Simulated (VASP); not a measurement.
# C (Pm-3m) in VASP: further runs

Runs on C. Level: LDA. Tasks: relaxation of cell and atoms, single point.

All numbers are computed with VASP 6.6.1; they aren't measurements. Logs are shortened: lines on timing, memory, paths and dates and some standing lists are left out, and cuts for length are marked.

## Step 1: The cell of the first run

It takes space group Pm-3m (No. 221, cubic). Conventional cell: a = 1.950 Å, b = 1.950 Å, c = 1.950 Å, α = 90.00°, β = 90.00°, γ = 90.00°. C (site symmetry m-3m) has 6 C at 1.95 Å within 2.6 Å.

## Step 2: Relaxation of cell and atoms, LDA, target pressure 30 GPa, at which the enthalpy is minimised

Input file INCAR:

```
PREC = Accurate
ENCUT = 600
EDIFF = 1E-7
ISMEAR = -1
SIGMA = 0.1
LREAL = False
LASPH = True
NELM = 60
ALGO = Normal
ISIF = 3
LWAVE = False
LCHARG = False
IBRION = 2
NSW = 80
EDIFFG = -0.02
PSTRESS = 300.0
```

Input file KPOINTS:

```
Automatic mesh
0
Gamma
  9 9 9
```

Input file POSCAR:

```
C
1.0
    1.9500000000      0.0000000000      0.0000000000
    0.0000000000      1.9500000000      0.0000000000
    0.0000000000      0.0000000000      1.9500000000
C
1
Direct
    0.0000000000      0.0000000000      0.0000000000
```

Potentials or basis: VASP PAW LDA potentials, release 64 (C).

Started as:

```sh
$ cat potpaw_LDA.64/C/POTCAR > POTCAR
$ mpirun -np 1 vasp_std > vasp.out
```

OUTCAR:

```text
PREC = Accurate
   ENCUT = 600
   EDIFF = 1E-7
   ISMEAR = -1
   LREAL = False
   LASPH = True
   NELM = 60
   ISIF = 3
   IBRION = 2
   NSW = 80
   EDIFFG = -0.02
   PSTRESS = 300.0

 ion  position               nearest neighbor table
   1  0.000  0.000  0.000-

  LATTYP: Found a simple cubic cell.
 ALAT       =     1.9500000000

  Lattice vectors:

 A1 = (   1.9500000000,   0.0000000000,   0.0000000000)
 A2 = (   0.0000000000,   1.9500000000,   0.0000000000)
 A3 = (   0.0000000000,   0.0000000000,   1.9500000000)

Analysis of symmetry for initial positions (statically):
=====================================================================
 Subroutine PRICEL returns:
 Original cell was already a primitive cell.

 Routine SETGRP: Setting up the symmetry group for a
 simple cubic supercell.

 Subroutine GETGRP returns: Found 48 space group operations
 (whereof 48 operations were pure point group operations)
 out of a pool of 48 trial point group operations.

The static configuration has the point symmetry O_h .

Analysis of symmetry for dynamics (positions and initial velocities):
=====================================================================
 Subroutine PRICEL returns:
 Original cell was already a primitive cell.

 Routine SETGRP: Setting up the symmetry group for a
 simple cubic supercell.

 Subroutine GETGRP returns: Found 48 space group operations
 (whereof 48 operations were pure point group operations)
 out of a pool of 48 trial point group operations.

The dynamic configuration has the point symmetry O_h .

 Subroutine INISYM returns: Found 48 space group operations
 (whereof 48 operations are pure point group operations),
 and found     1 'primitive' translations

----------------------------------------------------------------------------------------

                                     Primitive cell

  volume of cell :       7.4149

  direct lattice vectors                    reciprocal lattice vectors
     1.950000000  0.000000000  0.000000000     0.512820513  0.000000000  0.000000000
     0.000000000  1.950000000  0.000000000     0.000000000  0.512820513  0.000000000
     0.000000000  0.000000000  1.950000000     0.000000000  0.000000000  0.512820513

  length of vectors
     1.950000000  1.950000000  1.950000000     0.512820513  0.512820513  0.512820513

  position of ions in fractional coordinates (direct lattice)
     0.000000000  0.000000000  0.000000000

  ion indices of the primitive-cell ions
   primitive index   ion index
                 1           1

----------------------------------------------------------------------------------------

 KPOINTS: Automatic mesh

Automatic generation of k-mesh.
 Grid dimensions read from file:
 generate k-points for:    9    9    9

 Generating k-lattice:

  Cartesian coordinates                     Fractional coordinates (reciprocal lattice)
     0.056980057  0.000000000  0.000000000     0.111111111  0.000000000  0.000000000
     0.000000000  0.056980057  0.000000000     0.000000000  0.111111111  0.000000000
     0.000000000  0.000000000  0.056980057     0.000000000  0.000000000  0.111111111

  Length of vectors
     0.056980057  0.056980057  0.056980057

  Shift w.r.t. Gamma in fractional coordinates (k-lattice)
     0.000000000  0.000000000  0.000000000

 Subroutine IBZKPT returns following result:
 ===========================================

 Found     35 irreducible k-points:

 Following reciprocal coordinates:
            Coordinates               Weight
  0.000000  0.000000  0.000000      1.000000
  0.111111  0.000000  0.000000      6.000000
  0.222222  0.000000  0.000000      6.000000
  0.333333  0.000000  0.000000      6.000000
  0.444444  0.000000  0.000000      6.000000
  0.111111  0.111111  0.000000     12.000000
[... 16 lines left out ...]
  0.333333  0.333333  0.111111     24.000000
  0.444444  0.333333  0.111111     48.000000
 [... further k-points ...]
   k-points           NKPTS =     35   k-points in BZ     NKDIM =     35   number of bands    NBANDS=      6
   number of dos      NEDOS =    301   number of ions     NIONS =      1
   total plane-waves  NPLWV =   4096
   dimension x,y,z NGX =    16 NGY =   16 NGZ =   16
   dimension x,y,z NGXF=    32 NGYF=   32 NGZF=   32
   ions per type =               1
   NGX,Y,Z   is equivalent  to a cutoff of  13.64, 13.64, 13.64 a.u.
   NGXF,Y,Z  is equivalent  to a cutoff of  27.28, 27.28, 27.28 a.u.
 SYSTEM =  unknown system
   PREC   = accura    normal or accurate (medium, high low for compatibility)
   ISTART =      0    job   : 0-new  1-cont  2-samecut
   ICHARG =      2    charge: 1-file 2-atom 10-const
   ISPIN  =      1    spin polarized calculation?
   LNONCOLLINEAR =      F non collinear calculations
   LSORBIT =      F    spin-orbit coupling
   LASPH  =      T    aspherical Exc in radial PAW
   ENCUT  =  600.0 eV  44.10 Ry    6.64 a.u.   3.89  3.89  3.89*2*pi/ulx,y,z
   NELM   =     60;   NELMIN=  2; NELMDL= -5     # of ELM steps
   EDIFF  = 0.1E-06   stopping-criterion for ELM
   LREAL  =      F    real-space projection
   EDIFFG = -.2E-01   stopping-criterion for IOM
   NSW    =     80    number of steps for IOM
   IBRION =      2    ionic relax: 0-MD 1-quasi-New 2-CG
   NFREE  =      1    steps in history (QN), initial steepest desc. (CG)
   ISIF   =      3    stress and relaxation
   ISYM   =      2    0-nonsym 1-usesym 2-fastsym
   POTIM  = 0.5000    time-step for ionic-motion
   TEBEG  =    0.0;   TEEND  =   0.0 temperature during run
   PSTRESS=  300.0 pullay stress
   NELECT =       4.0000    total number of electrons
   NUPDOWN=      -1.0000    fix difference up-down
   EMIN   =  10.00;   EMAX   =-10.00  energy-range for DOS
   EFERMI =   0.00;   METHOD = LEGACY
   ISMEAR =    -1;   SIGMA  =   0.10  broadening in eV -4-tet -1-fermi 0-gaus
   EFERMI_NEDOS =   21; number of points for ismear=-14 and -15
   IALGO  =     38    algorithm
   IMIX   =      4    mixing-type and parameters
     AMIX     =   0.40;   BMIX     =  1.00
     AMIX_MAG =   1.60;   BMIX_MAG =  1.00
  volume/ion in A,a.u.               =       7.41        50.04
  Fermi-wavevector in a.u.,A,eV,Ry     =   1.332683  2.518406 24.164548  1.776044
  Thomas-Fermi vector in A             =   2.461599
   LORBIT       =      0    0 simple, 1 ext, 2 COOP (PROOUT), +10 PAW based schemes
   GGA     = CA    functional components
   LHFCALC =     F    Hartree Fock is set to
   AEXX    =    0.0000 exact exchange contribution
   IVDW    =     0    specifies the selected vdW correction
   LEPSILON=     F    determine dielectric tensor
   LRPA    =     F    only Hartree local field effects (RPA)
 conjugate gradient relaxation of ions
 non-spin polarized calculation
  energy-cutoff  :      600.00
  volume of cell :        7.41
 maximum number of plane-waves:       265
 NGX is ok and might be reduce to    16
   NGX =  7   NGY =  7   NGZ =  7

--------------------------------------- Ionic step        1  -------------------------------------------

 number of electron       4.0000000 magnetization

 Free energy of the ion-electron system (eV)
  ---------------------------------------------------
  ext. energy  EPLUGINS =         0.00000000
  ---------------------------------------------------
  free energy    TOTEN  =        -6.99734910 eV

  energy without entropy =       -6.98059305  energy(sigma->0) =       -6.98897108

 E-fermi :   7.3481     XC(G=0): -12.6040

 val. band max:        7.3247133880   @ k =   0.3333   0.3333   0.0000
 cond. band min:       7.3677978408   @ k =   0.2222   0.0000   0.0000
 fundamental gap:      0.0430844528
 Fermi energy:         7.3481482653

 k-point     1 :       0.0000    0.0000    0.0000
  band No.  band energies     occupation
      1     -11.3047      2.00000
      2      13.9770      0.00000
      3      13.9770      0.00000
      4      13.9770      0.00000
      5      29.7499      0.00000
      6      29.7499      0.00000

 k-point     2 :       0.1111    0.0000    0.0000
  band No.  band energies     occupation
      1     -10.9054      2.00000
      2      11.7587      0.00000
      3      14.2066      0.00000
      4      14.2066      0.00000
      5      30.1957      0.00000
      6      31.1959      0.00000
[... 190 lines left out ...]
 k-point    24 :       0.4444    0.3333    0.1111
  band No.  band energies     occupation
      1      -1.6137      2.00000
      2       2.0641      2.00000
      3       7.7158      0.04935
      4      16.5195      0.00000
      5      19.8406      0.00000
      6      35.2450      0.00000

 [... further k-points ...]

------------------------ aborting loop because EDIFF is reached ----------------------------------------

  FORCE on cell =-STRESS in cart. coord.  units (eV):
  Direction    XX          YY          ZZ          XY          YZ          ZX
  --------------------------------------------------------------------------------------
  -------------------------------------------------------------------------------------
  Total       -2.8294598     -2.8294598     -2.8294598     -0.0000000      0.0000000     -0.0000000
  in kB     -611.3786501   -611.3786501   -611.3786501     -0.0000000      0.0000000     -0.0000000
  external PRESSURE =    -911.3786501 kB  Pullay stress =     300.0000000 kB
[... 207 lines left out ...]
  enthalpy is  TOTEN    =        -6.5406694764 eV   P V=        0.9524284410

--------------------------------------- Ionic step        7  -------------------------------------------

 number of electron       4.0000000 magnetization

 Free energy of the ion-electron system (eV)
  ---------------------------------------------------
  ext. energy  EPLUGINS =         0.00000000
  ---------------------------------------------------
  free energy    TOTEN  =        -7.48763406 eV

  energy without entropy =       -7.47926014  energy(sigma->0) =       -7.48344710

 E-fermi :  13.0783     XC(G=0): -14.4234

 val. band max:       13.0592815765   @ k =   0.2222   0.0000   0.0000
 cond. band min:      13.1639203495   @ k =   0.2222   0.2222   0.1111
 fundamental gap:      0.1046387730
 Fermi energy:        13.0783186794

 k-point     1 :       0.0000    0.0000    0.0000
  band No.  band energies     occupation
      1     -10.9673      2.00000
      2      22.5391      0.00000
      3      22.5391      0.00000
      4      22.5391      0.00000
      5      39.1710      0.00000
      6      39.1710      0.00000

 k-point     2 :       0.1111    0.0000    0.0000
  band No.  band energies     occupation
      1     -10.4554      2.00000
      2      19.1679      0.00000
      3      22.8915      0.00000
      4      22.8915      0.00000
      5      39.7538      0.00000
      6      42.8446      0.00000
[... 190 lines left out ...]
 k-point    24 :       0.4444    0.3333    0.1111
  band No.  band energies     occupation
      1       1.7585      2.00000
      2       5.6236      2.00000
      3      14.7733      0.00000
      4      26.3800      0.00000
      5      27.4417      0.00000
      6      47.0005      0.00000

 [... further k-points ...]

------------------------ aborting loop because EDIFF is reached ----------------------------------------

  FORCE on cell =-STRESS in cart. coord.  units (eV):
  Direction    XX          YY          ZZ          XY          YZ          ZX
  --------------------------------------------------------------------------------------
  -------------------------------------------------------------------------------------
  Total        0.9466648      0.9466648      0.9466648      0.0000000      0.0000000      0.0000000
  in kB      299.9991451    299.9991451    299.9991451      0.0000000      0.0000000      0.0000000
  external PRESSURE =      -0.0008549 kB  Pullay stress =     300.0000000 kB
[... 16 lines left out ...]
  FREE ENERGIE OF THE ION-ELECTRON SYSTEM (eV)
  ---------------------------------------------------
  free  energy   TOTEN  =        -7.4876340642 eV

  energy  without entropy=       -7.4792601377  energy(sigma->0) =       -7.48344710

  enthalpy is  TOTEN    =        -6.5409665174 eV   P V=        0.9466675468

 reached required accuracy - stopping structural energy minimisation
```

Wall time 1.7 s (1 thread of Intel Xeon 6975P-C (Granite Rapids), shared host); peak memory 0.1 GiB.

Results:

| Quantity | Value |
| --- | --- |
| Free energy | -7.4876 eV |
| Relaxed volume | 5.06 Å³/atom |
| Relaxed cell | a = 1.716 Å, b = 1.716 Å, c = 1.716 Å, α = 90.00°, β = 90.00°, γ = 90.00° |
| Space group after relaxing (to 0.05 Å) | Pm-3m (No. 221) |
| Energy change on relaxing (the enthalpy is what falls) | -490.3 meV/atom |
| Ionic steps | 7 |
| Pressure after relaxing | 30.0 GPa |
| Band gap on the k mesh | zero (band 2 reaches 22.54 eV, above the bottom of band 3 at 11.40 eV) |

The path:
```csv
step,energy change (eV),largest force (eV/Å),pressure (GPa),volume (Å³)
1,0.0000,0.0000,-61.14,7.41
2,0.5527,0.0000,260.23,3.75
3,-0.5050,0.0000,21.05,5.15
4,-0.4929,0.0000,28.55,5.07
5,-0.4851,0.0000,32.72,5.03
6,-0.4957,0.0000,26.91,5.09
7,-0.4903,0.0000,30.00,5.06
```

Final structure:
```
CELL_PARAMETERS angstrom
1.71631 0.00000 0.00000
0.00000 1.71631 0.00000
0.00000 0.00000 1.71631
ATOMIC_POSITIONS crystal
C 0.00000 0.00000 0.00000
```

Caveat: the cell is relaxed towards a set pressure, so the enthalpy falls and the energy may rise; the volume moved by over 15 % at a fixed basis, so the end points are rough.

## Step 3: Single point, LDA

This run uses another cell than the first one, of 5.27 Å³/atom, 0.710 times its volume.

Input file INCAR:

```
SYSTEM = C
PREC     = Accurate       ! precision mode
ENCUT    = 910            ! plane-wave cutoff, eV
EDIFF    = 1E-6           ! SCF threshold, eV
ISMEAR   = -1             ! smearing method
SIGMA    = 0.1            ! smearing width, eV
LREAL    = .FALSE.        ! projectors in reciprocal space
LASPH    = .TRUE.         ! aspherical terms in the spheres
NELM     = 120            ! most SCF steps
ALGO     = Normal         ! electronic algorithm
ISIF     = 2              ! what is computed and relaxed
LWAVE    = .FALSE.        ! write WAVECAR
LCHARG   = .TRUE.         ! write CHGCAR
LELF     = .TRUE.         ! ELF
LVHAR    = .TRUE.       
NBANDS   = 8              ! bands
GGA_COMPAT= .FALSE.
```

Input file KPOINTS:

```
Automatic mesh
0
G
  9 9 9
  0 0 0
```

Input file POSCAR:

```
C
1.0
    1.7398740812      0.0000000000      0.0000000000
    0.0000000000      1.7398740812      0.0000000000
    0.0000000000      0.0000000000      1.7398740812
C
1
Direct
    0.0000000000      0.0000000000      0.0000000000
```

Potentials or basis: VASP PAW LDA potentials, release 64 (C_h).

Started as:

```sh
$ cat potpaw_LDA.64/C_h/POTCAR > POTCAR
$ mpirun -np 1 vasp_std > vasp.out
```

It took 1.5 s on 1 thread of AMD EPYC 9R45 (Zen 5), shared host; peak memory 0.08 GiB.

The run converged. Its results:

- Free energy: -7.5133 eV
- Pressure: 10.6 GPa
- Band gap on the k mesh: zero (band 2 reaches 22.74 eV, above the bottom of band 3 at 12.00 eV)

Levels at points of the mesh, in eV from the Fermi level:
| k point | band 1 | band 2 | band 3 | band 4 | band 5 | band 6 | band 7 |
| --- | --- | --- | --- | --- | --- | --- | --- |
| (0.00, 0.00, 0.00) | -23.43 | 9.09 | 9.09 | 9.09 | 25.61 | 25.61 | 31.87 |

Caveat: the k points lie up to 0.40 Å⁻¹ apart; the cutoff is under 1.25 times the usual one of these potentials, so pressure, stress and relaxed cells hold a basis-set (Pulay) error.

(Part 1 of 2 ends here.)
